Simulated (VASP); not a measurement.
# Si (Pm-3m) in VASP: a series of runs, part 2 of 2

VASP 6.6.1. Earlier steps stand in the parts before.

## (3) Single point, PBE

This run uses another cell than the first one, of 16.88 Å³/atom.

INCAR

```
SYSTEM = Si
PREC = Accurate
ENCUT = 500
EDIFF = 1E-6
ISMEAR = -1
SIGMA = 0.06122561905347299
LREAL = .FALSE.
LASPH = .TRUE.
NELM = 120
ALGO = Normal
ISIF = 2
LWAVE = .FALSE.
LCHARG = .TRUE.
GGA = PE
LELF = .TRUE.
LVHAR = .TRUE.
NBANDS = 8
GGA_COMPAT = .FALSE.
```

KPOINTS

```
Automatic mesh
0
G
  43 43 43
  0 0 0
```

POSCAR

```
Si
1.0
    2.5652198994      0.0000000000      0.0000000000
    0.0000000000      2.5652198994      0.0000000000
    0.0000000000      0.0000000000      2.5652198994
Si
1
Direct
    0.0000000000      0.0000000000      0.0000000000
```

Potentials or basis: VASP PAW PBE potentials, release 64 (Si).

The run is started by

```
> cat potpaw_PBE.64/Si/POTCAR > POTCAR
> mpirun -np 1 vasp_std > vasp.out
```

OUTCAR:

```text
SYSTEM = Si
   PREC = Accurate
   ENCUT = 500
   EDIFF = 1E-6
   ISMEAR = -1
   LREAL = .FALSE.
   LASPH = .TRUE.
   NELM = 120
   ISIF = 2
   GGA = PE

 ion  position               nearest neighbor table
   1  0.000  0.000  0.000-

  LATTYP: Found a simple cubic cell.
 ALAT       =     2.5652198994

  Lattice vectors:

 A1 = (   2.5652198994,   0.0000000000,   0.0000000000)
 A2 = (   0.0000000000,   2.5652198994,   0.0000000000)
 A3 = (   0.0000000000,   0.0000000000,   2.5652198994)

Analysis of symmetry for initial positions (statically):
=====================================================================
 Subroutine PRICEL returns:
 Original cell was already a primitive cell.

 Routine SETGRP: Setting up the symmetry group for a
 simple cubic supercell.

 Subroutine GETGRP returns: Found 48 space group operations
 (whereof 48 operations were pure point group operations)
 out of a pool of 48 trial point group operations.

The static configuration has the point symmetry O_h .

Analysis of symmetry for dynamics (positions and initial velocities):
[... 159 lines left out ...]
 val. band max:        7.7688142944   @ k =   0.4419   0.4419   0.3953
 cond. band min:       7.7722133014   @ k =   0.4884   0.3721   0.1163
 fundamental gap:      0.0033990070
 Fermi energy:         7.7700624959

 k-point     1 :       0.0000    0.0000    0.0000
  band No.  band energies     occupation
      1      -5.0792      2.00000
      2      15.1826      0.00000
      3      15.1826      0.00000
      4      15.1826      0.00000
      5      15.1974      0.00000
      6      15.1974      0.00000
      7      22.9392      0.00000
      8      31.9256      0.00000
[... 243 lines left out ...]
 k-point    24 :       0.0465    0.0233    0.0000
  band No.  band energies     occupation
      1      -5.0210      2.00000
      2      13.6065      0.00000
      3      14.5564      0.00000
      4      15.2307      0.00000
      5      15.8308      0.00000
      6      16.7760      0.00000
      7      23.1517      0.00000
      8      31.4569      0.00000

 [... further k-points ...]

------------------------ aborting loop because EDIFF is reached ----------------------------------------

  FORCE on cell =-STRESS in cart. coord.  units (eV):
  Direction    XX          YY          ZZ          XY          YZ          ZX
  --------------------------------------------------------------------------------------
  -------------------------------------------------------------------------------------
  Total       -0.3878749     -0.3878749     -0.3878749      0.0000000      0.0000000      0.0000000
  in kB      -36.8153060    -36.8153060    -36.8153060      0.0000000      0.0000000      0.0000000
  external PRESSURE =     -36.8153060 kB  Pullay stress =       0.0000000 kB

 VOLUME and BASIS-vectors are now :
 -----------------------------------------------------------------------------
  energy-cutoff  :      500.00
  volume of cell :       16.88
      direct lattice vectors                 reciprocal lattice vectors
     2.565219899  0.000000000  0.000000000     0.389830127  0.000000000  0.000000000
     0.000000000  2.565219899  0.000000000     0.000000000  0.389830127  0.000000000
     0.000000000  0.000000000  2.565219899     0.000000000  0.000000000  0.389830127

 POSITION                                       TOTAL-FORCE (eV/Angst)
 -----------------------------------------------------------------------------------
      0.00000      0.00000      0.00000         0.000000      0.000000      0.000000
 -----------------------------------------------------------------------------------
    total drift:                               -0.000000      0.000000      0.000000

  FREE ENERGIE OF THE ION-ELECTRON SYSTEM (eV)
  ---------------------------------------------------
  free  energy   TOTEN  =        -5.0684402540 eV

  energy  without entropy=       -5.0630074713  energy(sigma->0) =       -5.06572386
```

OSZICAR:

```text
N       E                     dE             d eps       ncg     rms          rms(c)
DAV:   1    -0.233853980126E+01   -0.23385E+01   -0.17007E+03 34136   0.361E+02
DAV:   2    -0.504559773566E+01   -0.27071E+01   -0.25916E+01 45992   0.300E+01
DAV:   3    -0.506618448063E+01   -0.20587E-01   -0.20543E-01 37944   0.271E+00
DAV:   4    -0.506621788100E+01   -0.33400E-04   -0.33399E-04 50336   0.116E-01
DAV:   5    -0.506621792446E+01   -0.43467E-07   -0.43757E-07 38152   0.240E-03    0.248E+00
DAV:   6    -0.506746379144E+01   -0.12459E-02   -0.10197E-03 40448   0.178E-01    0.143E+00
DAV:   7    -0.506838384777E+01   -0.92006E-03   -0.27954E-03 40480   0.290E-01    0.148E-01
DAV:   8    -0.506843921300E+01   -0.55365E-04   -0.56508E-05 46928   0.503E-02    0.187E-02
DAV:   9    -0.506844042614E+01   -0.12131E-05   -0.83221E-07 39648   0.560E-03    0.280E-03
DAV:  10    -0.506844025405E+01    0.17209E-06   -0.39511E-07 39288   0.393E-03
   1 F= -.50684403E+01 E0= -.50657239E+01  d E =-.543278E-02
```

stdout:

```text
POSCAR found type information on POSCAR Si
 POSCAR found :  1 types and       1 ions
 scaLAPACK will be used
 LDA part: xc-table for (Slater+PW92), standard interpolation
 POSCAR, INCAR and KPOINTS ok, starting setup
 FFT: planning ... GRIDC
 FFT: planning ... GRID_SOFT
 FFT: planning ... GRID
 WAVECAR not read
 entering main loop
```

Run time: 89 s. Hardware: 1 thread of Intel Xeon Platinum 8488C (Sapphire Rapids), shared host; peak memory 0.31 GiB.

What came out:

| Quantity | Value |
| --- | --- |
| Free energy | -5.0684 eV |
| Pressure | -3.7 GPa |
| Band gap on the k mesh | zero (bands 2 and 3 overlap by 10.07 eV) |

Caveat: the cell stands under tension.

## (4) Single point, PBE

This run uses another cell than the first one, of 17.20 Å³/atom.

INCAR

```
PREC     = Accurate       # precision mode
ENCUT    = 500            # plane-wave cutoff, eV
EDIFF    = 1E-6           # SCF threshold, eV
ISMEAR   = -1             # smearing method
SIGMA    = 0.06122561905347299 # smearing width, eV
LREAL    = F              # projectors in reciprocal space
LASPH    = T              # aspherical terms in the spheres
NELM     = 120            # most SCF steps
ALGO     = Normal         # electronic algorithm
ISIF     = 2              # what is computed and relaxed
LWAVE    = F              # write WAVECAR
LCHARG   = F              # write CHGCAR
GGA      = PE             # functional
NBANDS   = 8              # bands
GGA_COMPAT= F
```

KPOINTS

```
regular mesh
0
Gamma
  43 43 43
```

POSCAR

```
Si
1.0
    2.5815593202      0.0000000000      0.0000000000
    0.0000000000      2.5815593202      0.0000000000
    0.0000000000      0.0000000000      2.5815593202
Si
1
Direct
    0.0000000000      0.0000000000      0.0000000000
```

The run is started by

```
> cat potpaw_PBE.64/Si/POTCAR > POTCAR
> mpirun -np 1 vasp_std > vasp.out
```

It took 91 s on 1 thread of Intel Xeon Platinum 8488C (Sapphire Rapids), shared host; peak memory 0.31 GiB.

The run converged. Its results:

| Quantity | Value |
| --- | --- |
| Free energy | -5.0594 eV |
| Pressure | -5.2 GPa |
| Band gap on the k mesh | zero (bands 2 and 3 overlap by 9.91 eV) |

Levels at points of the mesh, in eV from the Fermi level:
```tsv
k point	band 1	band 2	band 3	band 4	band 5	band 6	band 7
(0.00, 0.00, 0.00)	-12.69	7.29	7.29	7.29	7.42	7.42	14.94
```

Caveat: the cell stands under tension.

## (5) Overview

```tsv
cell	gap on the mesh (eV)	pressure (GPa)
a = 2.549 Å, 1 atom	none	-2.0
a = 2.565 Å, 1 atom	none	-3.7
a = 2.582 Å, 1 atom	none	-5.2
```

Alike in all rows: task single point; level PBE; potentials or basis VASP PAW PBE potentials, release 64 (Si); no spin polarisation; k mesh 43 × 43 × 43; cutoff (eV) 500; smearing fermi-dirac 0.0612256 eV.

Caveats: the cell stands under tension (at least some runs).

Total energies depend on the potentials used, so only differences within one code and one set of settings carry meaning.
